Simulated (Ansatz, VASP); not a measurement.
**GaN: VASP beside Ansatz**

```
Ga N
1.0
     3.20813    0.00000    0.00000
    -1.60407    2.77833    0.00000
     0.00000    0.00000    5.18500
Ga N
2 2
Cartesian
  0.0000 1.8522 -0.0025
  1.6041 0.9261 2.5900
  0.0000 1.8522 1.9573
  1.6041 0.9261 4.5498
```

Alike in both runs: functional r2SCAN; k mesh 8 × 8 × 5; occupations gaussian, width 0.05 eV; no spin polarisation.

Ansatz relaxed the structure, and its values are those at the end. VASP's run is a single point on that final structure, the one shown.

|  | VASP | Ansatz |
| --- | --- | --- |
| version | VASP 6.6.1 | Ansatz 0.2.0 |
| potentials or method | VASP PAW PBE potentials, release 64 (Ga_d, N) | scalar-relativistic, plane waves, PAW |
| plane-wave cutoff (eV) | 520 | 500 |
| valence electrons in the cell | 36 | 36 |

|  | VASP | Ansatz | Ansatz less VASP |
| --- | --- | --- | --- |
| pressure (GPa) | -2.0 | -3.0 | -1.03 |

VASP's potentials were made for PBE, not for r2SCAN. The functional is the same, so the differences come from potentials, cutoffs and numerics. Ansatz's warnings: stress scf threshold loose.
